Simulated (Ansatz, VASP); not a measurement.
TaAs in VASP and in Ansatz

```
Ta As
1.0
    -1.73147    1.73147    5.86761
     1.73147   -1.73147    5.86761
     1.73147    1.73147   -5.86761
Ta As
2 2
Direct
  0.74912 0.74912 0.00000
  0.49912 0.99912 0.50000
  0.16688 0.16688 0.00000
  0.91688 0.41688 0.50000
```

Alike in both runs: functional PBE; k mesh 16 × 16 × 16; occupations gaussian, width 0.1 eV; no spin polarisation.

Ansatz relaxed the structure, and its values are those at the end. VASP's run is a single point on that final structure, the one shown.

```csv
,VASP,Ansatz
version,VASP 6.6.1,Ansatz 0.2.0
potentials or method,"VASP PAW PBE potentials, release 64 (Ta_pv, As), cutoff 520 eV","scalar-relativistic, plane waves, PAW"
valence electrons in the cell,32,56
```

```csv
,VASP,Ansatz,Ansatz less VASP
gap on the k mesh at the Fermi level (eV),none,none,-
pressure (GPa),0.4,0.0,-0.43
```

A gap of «none» marks a metal or a gap that the smearing closes. The functional is the same, so the differences come from potentials, cutoffs and numerics. VASP's potentials hold 32 valence electrons a cell and Ansatz's 56, so a difference there can come from the potentials and not from the codes.

Neither program's run includes spin-orbit coupling.
